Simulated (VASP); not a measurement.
Set up this calculation in VASP 6.6.1, as the native input.

- Task: single point
- Functional: PBE
- Potentials or basis: VASP PAW PBE potentials, release 64 (Rb_sv, Zn, Os)
- Cutoff: 520 eV
- k mesh: 4 × 4 × 4
- Occupations: gaussian, width 0.1 eV
- Spin: no spin polarisation
- Dipole correction: no
- Further INCAR settings: ALGO = Normal; EDIFF = 1e-06; NBANDS = 22

The structure of RbZnOs lies in POSCAR:

```
RbZnOs
1.0
    4.5602438156      0.0000000000      0.0000000000
    0.0000000000      4.5602438156      0.0000000000
    0.0000000000      0.0000000000      5.9258069753
Rb Zn Os
1 1 1
Direct
    0.5000000000      0.5000000000      0.0000000000
    0.0000000000      0.0000000000      0.0000000000
    0.5000000000      0.5000000000      0.5000000000
```

One way to write it, as run:

INCAR

```
SYSTEM = RbZnOs
PREC = Accurate ; ENCUT = 520
EDIFF = 1E-6 ; ISMEAR = 0
SIGMA = 0.1 ; LREAL = .False.
LASPH = .True. ; NELM = 80
ALGO = Normal ; ISIF = 2
LWAVE = .False. ; LCHARG = .False.
GGA = PE ; NBANDS = 22
```

KPOINTS

```
regular mesh
0
Gamma
  4 4 4
  0 0 0
```

Potentials or basis: VASP PAW PBE potentials, release 64 (Rb_sv, Zn, Os).

The run is started by

```console
$ cat potpaw_PBE.64/Rb_sv/POTCAR potpaw_PBE.64/Zn/POTCAR potpaw_PBE.64/Os/POTCAR > POTCAR
$ mpirun -np 1 vasp_std > vasp.out
```

It gave:

```json
{"Pressure": "0.1 GPa"}
```

Wall time 47 s on 1 thread of Intel(R) Xeon(R) Platinum 8259CL CPU @ 2.50GHz (Skylake/Cascade Lake), on a shared host, peak memory 0.26 GiB.
